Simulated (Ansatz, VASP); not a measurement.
# InSb: VASP beside Ansatz

```
CELL_PARAMETERS angstrom
0.00000 3.22707 3.22707
3.22707 0.00000 3.22707
3.22707 3.22707 0.00000
ATOMIC_POSITIONS crystal
In 0.00000 0.00000 0.00000
Sb 0.75000 0.75000 0.75000
```

Alike in both runs: task single point; functional PBE; dispersion D4; k mesh 6 × 6 × 6; occupations gaussian, width 0.05 eV; no spin polarisation.

```csv
,VASP,Ansatz
version,VASP 6.6.1,Ansatz 0.2.0
potentials or method,"VASP PAW PBE potentials, release 64 (In_d, Sb), cutoff 520 eV","scalar-relativistic, plane waves, PAW"
valence electrons in the cell,18,28
```

|  | VASP | Ansatz | Ansatz less VASP |
| --- | --- | --- | --- |
| gap on the k mesh at the Fermi level (eV) | none | none | - |
| pressure (GPa) | 1.9 | 1.9 | +0.03 |

A gap of «none» marks a metal or a gap that the smearing closes. VASP's potentials hold 18 valence electrons a cell and Ansatz's 28, so a difference there can come from the potentials and not from the codes.

Neither program's run includes spin-orbit coupling.
